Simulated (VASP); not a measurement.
Rb3RhW:

```
Rb Rh W
1.0
     5.24215    0.00000    0.00000
     0.00000    5.24215    0.00000
     0.00000    0.00000    5.24215
Rb Rh W
3 1 1
Direct
  0.00000 0.50000 0.50000
  0.50000 0.00000 0.50000
  0.50000 0.50000 0.00000
  0.00000 0.00000 0.00000
  0.50000 0.50000 0.50000
```

```yaml
Program: VASP 6.6.1
Task: relaxation of cell and atoms
Functional: PBE
Potentials_or_basis: VASP PAW PBE potentials, release 64 (Rb_sv, Rh_pv, W_sv)
Cutoff: 600 eV
k_mesh: 4 × 4 × 4
Occupations: gaussian, width 0.1 eV
Spin: no spin polarisation
```

At the start: pressure 8.7 GPa; volume 28.81 Å³/atom.

Q: How do energy, volume and symmetry change on relaxing?

A: Over 5 steps the energy falls by 372.3 meV/atom and the volume is 51.90 Å³/atom (+80.1 %); space group Pm-3m (No. 221, to 0.1 Å) before and after.

Step by step:
```
step  energy change (eV)  largest force (eV/Å)  pressure (GPa)  volume (Å³)
   1              0.0000                0.0000            8.73       144.05
   2             -1.2556                0.0000            3.53       179.32
   3             -1.8042                0.0000            1.01       220.63
   4             -1.6677                0.0000           -0.97       321.36
   5             -1.8615                0.0000           -0.03       259.50
```

Final structure:
```xyz
5
Lattice="6.3784 0.0000 0.0000 0.0000 6.3784 0.0000 0.0000 0.0000 6.3784" Properties=species:S:1:pos:R:3 pbc="T T T"
Rb    0.0000    3.1892    3.1892
Rb    3.1892    0.0000    3.1892
Rb    3.1892    3.1892    0.0000
Rh    0.0000    0.0000    0.0000
W     3.1892    3.1892    3.1892
```

Caveat: the volume moved by over 15 % at a fixed basis, so the end points are rough.
